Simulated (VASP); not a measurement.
# W: single point with r2SCAN

The system is W.

```
W
1.0
    -1.58699    1.58699    1.58699
     1.58699   -1.58699    1.58699
     1.58699    1.58699   -1.58699
W
1
Direct
  0.00000 0.00000 0.00000
```

```
Program                : VASP 6.6.1
Task                   : single point
Functional             : r2SCAN
Potentials or basis    : VASP PAW PBE potentials, release 64 (W_sv)
Cutoff                 : 520 eV
k mesh                 : 15 × 15 × 15
Occupations            : fermi-dirac, width 0.0912 eV
Spin                   : no spin polarisation
Dipole correction      : no
Further INCAR settings : ALGO = Normal; EDIFF = 1e-06; NBANDS = 13
```

```json
{"Pressure": "-0.4 GPa", "Band gap on the k mesh": "zero (band 7 reaches 15.91 eV, above the bottom of band 8 at 9.90 eV)"}
```

Levels at points of the mesh, in eV from the Fermi level:
| k point | band 4 | band 5 | band 6 | band 7 | band 8 | band 9 | band 10 | band 11 |
| --- | --- | --- | --- | --- | --- | --- | --- | --- |
| (0.00, 0.00, 0.00) | -38.96 | -10.04 | -1.23 | -1.23 | -1.23 | 2.58 | 2.58 | 15.28 |

Run time: 2.5 min on 1 thread of Intel Xeon 8259CL, on a shared host, peak memory 0.15 GiB.

Caveat: the PAW data sets were made with another functional, which shifts forces and pressure a little; spin-orbit coupling is left out, which moves the levels of the heavy elements.
